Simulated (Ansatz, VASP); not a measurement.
**One calculation of Zr, two programs**

```xyz
2
Lattice="3.2446 0.0000 0.0000 -1.6223 2.8099 0.0000 0.0000 0.0000 5.1574" Properties=species:S:1:pos:R:3 pbc="T T T"
Zr    0.0000    1.8733    1.2893
Zr    1.6223    0.9366    3.8680
```

Alike in both runs: task single point; functional r2SCAN; k mesh 11 × 11 × 6; occupations gaussian, width 0.6 eV; no spin polarisation.

```csv
,VASP,Ansatz
version,VASP 6.6.1,Ansatz 0.2.0
potentials or method,"VASP PAW PBE potentials, release 64 (Zr_sv), cutoff 520 eV","plane waves (500 eV) with PAW, scalar-relativistic"
valence electrons in the cell,24,24
```

```csv
,VASP,Ansatz,Ansatz less VASP
pressure (GPa),0.5,0.5,+0.02
"traceless stress, the component that is largest in VASP (GPa)",0.55,0.56,+0.011
```

VASP's potentials were made for PBE, not for r2SCAN.
